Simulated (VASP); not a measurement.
The system is PtSe2.

```xyz
3
Lattice="3.7278 0.0000 0.0000 -1.8639 3.2284 0.0000 0.0000 0.0000 5.0313" Properties=species:S:1:pos:R:3 pbc="T T T"
Pt    0.0000    0.0000    0.0000
Se    0.0000    2.1522    1.2830
Se    1.8639    1.0761    3.7483
```

* Program: VASP 6.6.1
* Task: relaxation of cell and atoms
* Functional: PBE
* Dispersion: D3(BJ)
* Potentials or basis: VASP PAW PBE potentials, release 64 (Pt, Se)
* Cutoff: 600 eV
* k mesh: 12 × 12 × 8
* Occupations: gaussian, width 0.03 eV
* Spin: no spin polarisation

At the start: pressure 2.2 GPa; volume 20.18 Å³/atom.

Problem. How do energy, volume and symmetry change on relaxing?

Solution. Over 19 steps the energy falls by 9.0 meV/atom and the volume is 19.77 Å³/atom (-2.0 %); space group P-3m1 (No. 164, to 0.1 Å) before and after.

Step by step:
| step | energy change (eV) | largest force (eV/Å) | pressure (GPa) | volume (Å³) |
| --- | --- | --- | --- | --- |
| 1 | 0.0000 | 0.3452 | 2.16 | 60.55 |
| 2 | 0.0104 | 0.2434 | -3.84 | 62.97 |
| 3 | -0.0101 | 0.0911 | -0.45 | 61.53 |
| 4 | -0.0137 | 0.0954 | -0.43 | 61.26 |
| 5 | -0.0224 | 0.0964 | -0.28 | 60.44 |
| 6 | -0.0232 | 0.0589 | 0.33 | 58.77 |
| 7 | -0.0261 | 0.0907 | 0.01 | 59.61 |
| 8 | -0.0261 | 0.0882 | 0.04 | 59.51 |
| 9 | -0.0268 | 0.0417 | -0.39 | 59.42 |
| 10 | -0.0269 | 0.0090 | -0.29 | 59.45 |
| 11 | -0.0258 | 0.0240 | 0.89 | 58.82 |
| 12 | -0.0271 | 0.0001 | 0.03 | 59.27 |
| 13 | -0.0271 | 0.0002 | 0.02 | 59.28 |
| 14 | -0.0271 | 0.0066 | -0.01 | 59.30 |
| 15 | -0.0271 | 0.0092 | -0.03 | 59.31 |
| 16 | -0.0271 | 0.0013 | 0.07 | 59.29 |
| 17 | -0.0271 | 0.0044 | 0.03 | 59.30 |
| 18 | -0.0271 | 0.0049 | 0.03 | 59.30 |
| 19 | -0.0271 | 0.0025 | 0.01 | 59.32 |

Final structure:
```yaml
crystal:
  lattice:
    - [3.77131, 0.00000, 0.00000]
    - [-1.88566, 3.26605, 0.00000]
    - [0.00000, 0.00000, 4.81629]
  atoms:
    - { symbol: Pt, position: [0.00000, 0.00000, 0.00000] }
    - { symbol: Se, position: [0.33333, 0.66667, 0.26589] }
    - { symbol: Se, position: [0.66667, 0.33333, 0.73411] }
```
